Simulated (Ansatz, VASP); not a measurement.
# TaTi3Si8 in VASP and in Ansatz

Contents of INCAR:

```
SYSTEM = TaTi3Si8
ALGO = Normal ; EDIFF = 1E-6
ENCUT = 520 ; GGA = PE
ISIF = 2 ; ISMEAR = 0
LASPH = .TRUE. ; LCHARG = .FALSE.
LREAL = .FALSE. ; LWAVE = .FALSE.
NBANDS = 52 ; NELM = 100
PREC = Accurate ; SIGMA = 0.2
```

Contents of KPOINTS:

```
k-points
0
G
  6 6 4
  0 0 0
```

File POSCAR:

```
TaTi3Si8
1.0
   -4.8215062000      0.0000000000      0.0000000000
    2.4107531000     -4.2900402000      0.0000000000
    0.0000000000      0.0000000000      8.2932263000
Ti Ta Si
3 1 8
Direct
    0.5000000000      0.5000000000      0.2500590000
    0.0000000000      0.5000000000      0.7499410000
    0.0000000000      0.0000000000      0.0000000000
    0.5000000000      0.0000000000      0.5000000000
    0.5000000000      0.5000000000      0.5946150000
    0.0000000000      0.5000000000      0.0862720000
    0.5000000000      0.5000000000      0.9137280000
    0.0000000000      0.5000000000      0.4053850000
    0.5000000000      0.0000000000      0.8398850000
    0.0000000000      0.0000000000      0.3348260000
    0.5000000000      0.0000000000      0.1601150000
    0.0000000000      0.0000000000      0.6651740000
```

Input for Ansatz:

```yaml
crystal:
  lattice:
    - [-4.8215062, 0.0, 0.0]
    - [2.4107531, -4.2900402, 0.0]
    - [0.0, 0.0, 8.2932263]
  atoms:
    - { symbol: Ti, position: [0.5, 0.5, 0.250059] }
    - { symbol: Ti, position: [0.0, 0.5, 0.749941] }
    - { symbol: Ti, position: [0.0, 0.0, 0.0] }
    - { symbol: Ta, position: [0.5, 0.0, 0.5] }
    - { symbol: Si, position: [0.5, 0.5, 0.594615] }
    - { symbol: Si, position: [0.0, 0.5, 0.086272] }
    - { symbol: Si, position: [0.5, 0.5, 0.913728] }
    - { symbol: Si, position: [0.0, 0.5, 0.405385] }
    - { symbol: Si, position: [0.5, 0.0, 0.839885] }
    - { symbol: Si, position: [0.0, 0.0, 0.334826] }
    - { symbol: Si, position: [0.5, 0.0, 0.160115] }
    - { symbol: Si, position: [0.0, 0.0, 0.665174] }
basis:
  ecutwfc: 420
kpoints:
  mp_grid: { grid: [6, 6, 4] }
hamiltonian:
  xc: pbe
scf:
  occupations: { method: gaussian, width: 0.2 }
  lower_state_search: "off"
output:
  forces: true
  stress: true
  eigenvalues: true
```

Alike in both runs: task single point; functional PBE; k mesh 6 × 6 × 4; occupations gaussian, width 0.2 eV; no spin polarisation.

|  | VASP | Ansatz |
| --- | --- | --- |
| version | VASP 6.6.1 | Ansatz 0.2.0 |
| potentials or method | VASP PAW PBE potentials, release 64 (Ti_sv, Ta_pv, Si), cutoff 520 eV | scalar-relativistic, plane waves, PAW |
| valence electrons in the cell | 79 | 81 |

VASP gave:

* gap on the k mesh at the Fermi level (eV): none
* pressure (GPa): 0.0
* traceless stress, the component that is largest in VASP (GPa): 0.12
* rms of the force components (eV/Å): 0.005

Problem. What did Ansatz give for the same quantities?

Solution. gap on the k mesh at the Fermi level (eV): none; pressure (GPa): 0.1; traceless stress, the component that is largest in VASP (GPa): 0.13; rms of the force components (eV/Å): 0.004.

Atom by atom the forces differ by 0.002 eV/Å (rms over components). A gap of «none» marks a metal or a gap that the smearing closes. VASP's potentials hold 79 valence electrons a cell and Ansatz's 81, so a difference there can come from the potentials and not from the codes.

Spin-orbit coupling is off throughout.
